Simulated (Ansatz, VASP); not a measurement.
## One calculation of CoO, two programs

```
CELL_PARAMETERS angstrom
1.59147 0.91883 2.54925
-1.59147 0.91883 2.54925
0.00000 -1.83767 2.54925
ATOMIC_POSITIONS crystal
Co 0.99898 0.99898 0.99898
O 0.75102 0.75102 0.75102
```

Change from the starting cell: volume scaled by 0.98.

Alike in both runs: task single point; functional LDA; k mesh 10 × 10 × 10; occupations fermi-dirac, width 0.05 eV; collinear spin.

|  | VASP | Ansatz |
| --- | --- | --- |
| version | VASP 6.6.1 | Ansatz 0.2.0 |
| potentials or method | VASP PAW LDA potentials, release 64 (Co, O), cutoff 520 eV | all-electron LAPW, scalar-relativistic |

VASP gave:

| Property | Result |
| --- | --- |
| gap on the k mesh at the Fermi level (eV) | none |
| pressure (GPa) | -16.9 |
| traceless stress, the component that is largest in VASP (GPa) | 2.91 |
| rms of the force components (eV/Å) | 0.128 |
| net moment per atom (μB) | 1.10 |
| size of the moment on the site where the two differ most (μB) | 1.91 |

Task: Estimate Ansatz's values.

Result: gap on the k mesh at the Fermi level (eV): none; pressure (GPa): -14.5; traceless stress, the component that is largest in VASP (GPa): 3.11; rms of the force components (eV/Å): 0.124; net moment per atom (μB): 1.25; size of the moment on the site where the two differ most (μB): 2.13.

The net moments are unlike, so the other rows may belong to different states. LDA's correlation is that of Perdew and Zunger in VASP and of Perdew and Wang (1992) in Ansatz. Site moments also hang on the region over which each program counts them. Atom by atom the forces differ by 0.004 eV/Å (rms over components). A gap of «none» marks a metal or a gap that the smearing closes. Ansatz ran all-electron here, and VASP with PAW potentials.
